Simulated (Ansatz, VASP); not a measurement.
# NiO2: VASP beside Ansatz

```
CELL_PARAMETERS angstrom
2.78399 0.00000 0.00000
-1.39199 2.41100 0.00000
0.00000 0.00000 4.97261
ATOMIC_POSITIONS crystal
Ni 0.00000 0.00000 0.50000
O 0.66667 0.33333 0.71280
O 0.33333 0.66667 0.28720
```

Alike in both runs: task single point; functional PBEsol; k mesh 12 × 12 × 6; occupations gaussian, width 0.05 eV; no spin polarisation.

|  | VASP | Ansatz |
| --- | --- | --- |
| version | VASP 6.6.1 | Ansatz 0.2.0 |
| potentials or method | VASP PAW PBE potentials, release 64 (Ni, O), cutoff 520 eV | scalar-relativistic, plane waves, PAW |
| valence electrons in the cell | 22 | 30 |

|  | VASP | Ansatz | Ansatz less VASP |
| --- | --- | --- | --- |
| gap on the k mesh at the Fermi level (eV) | 0.92 | 0.94 | +0.024 |
| least direct gap on the mesh (eV) | 1.02 | 1.04 | +0.019 |
| pressure (GPa) | -14.2 | -14.8 | -0.54 |
| traceless stress, the component that is largest in VASP (GPa) | -6.52 | -6.48 | +0.036 |
| rms of the force components (eV/Å) | 0.953 | 0.988 | +0.0354 |

VASP's potentials were made for PBE, not for PBEsol. Atom by atom the forces differ by 0.035 eV/Å (rms over components). The functional is the same, so the differences come from potentials, cutoffs and numerics. VASP's potentials hold 22 valence electrons a cell and Ansatz's 30, so a difference there can come from the potentials and not from the codes.
